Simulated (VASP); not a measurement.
**Si (a cell with a defect): single point with PBE**

The system is Si (a cell with a defect).

```xyz
17
Lattice="0.0000 5.4300 5.4300 5.4300 0.0000 5.4300 5.4300 5.4300 0.0000" Properties=species:S:1:pos:R:3 pbc="T T T"
Si   -0.0013    0.0370    0.0021
Si    1.3622    1.3555    1.3643
Si    2.6821    2.7192    0.0041
Si    4.0474    4.1015    1.3862
Si    2.7142    0.0006    2.7155
Si    4.0656    1.3540    4.0687
Si    5.4286    2.7173    2.7516
Si    6.7921    4.0793    4.0703
Si    0.0013    2.7184    2.6832
Si    1.3817    4.1003    4.0503
Si    2.7176    5.4370    2.7216
Si    4.0532    6.7702    4.0551
Si    2.7474    2.7166    5.4313
Si    4.0682    4.0784    6.7933
Si    5.4313    5.3982    5.4332
Si    6.8115    6.7656    6.8149
Si    5.4324    8.1521    5.4367
```

| Item | Value |
| --- | --- |
| Program | VASP 6.6.1 |
| Task | single point |
| Functional | PBE |
| Potentials or basis | VASP PAW PBE potentials, release 64 (Si) |
| Cutoff | 520 eV |
| k mesh | 2 × 2 × 2 |
| Occupations | fermi-dirac, width 0.05 eV |
| Spin | no spin polarisation |

```
Pressure               : 5.3 GPa
Largest force          : 0.023 eV/Å
Band gap on the k mesh : zero (band 34 reaches 6.93 eV, above the bottom of band 35 at 6.67 eV)
```

Forces on the atoms (eV/Å):
```
Si   0.004 -0.013  0.001
Si   0.012 -0.015  0.005
Si   0.013  0.000  0.000
Si   0.002 -0.003 -0.004
Si   0.001  0.001  0.001
Si  -0.007 -0.010 -0.010
Si   0.005  0.001 -0.013
Si   0.012  0.005 -0.016
Si   0.000  0.003  0.021
Si  -0.001  0.002  0.000
Si  -0.001  0.003  0.003
Si  -0.015 -0.013 -0.012
Si  -0.008  0.005  0.005
Si  -0.017  0.009  0.010
Si   0.000  0.022  0.003
Si  -0.001  0.000  0.003
Si   0.002  0.002  0.002
```

Levels at points of the mesh, in eV from the Fermi level:
```
           k point  band 32  band 33  band 34  band 35  band 36  band 37
(0.00, 0.00, 0.00)    -0.79    -0.79    -0.21    -0.21    -0.20     0.11
(0.50, 0.00, 0.00)    -1.40    -1.40    -0.31     0.56     0.57     0.92
(0.00, 0.50, 0.00)    -1.40    -1.40    -0.32     0.56     0.57     0.93
(0.00, 0.00, 0.50)    -1.40    -1.40    -0.32     0.56     0.57     0.93
(0.50, 0.50, 0.50)    -1.40    -1.40    -0.32     0.56     0.56     0.93
(0.50, 0.50, 0.00)    -1.86    -0.96     0.04     0.74     1.05     1.06
(0.00, 0.50, 0.50)    -1.86    -0.97     0.05     0.74     1.05     1.06
(0.50, 0.00, 0.50)    -1.86    -0.96     0.04     0.74     1.05     1.06
```

Wall time 6.4 min on 1 thread of AMD EPYC 7R43 64-Core Processor (Zen 3) (shared host), peak memory 0.42 GiB.

Caveat: the k points lie up to 0.50 Å⁻¹ apart.
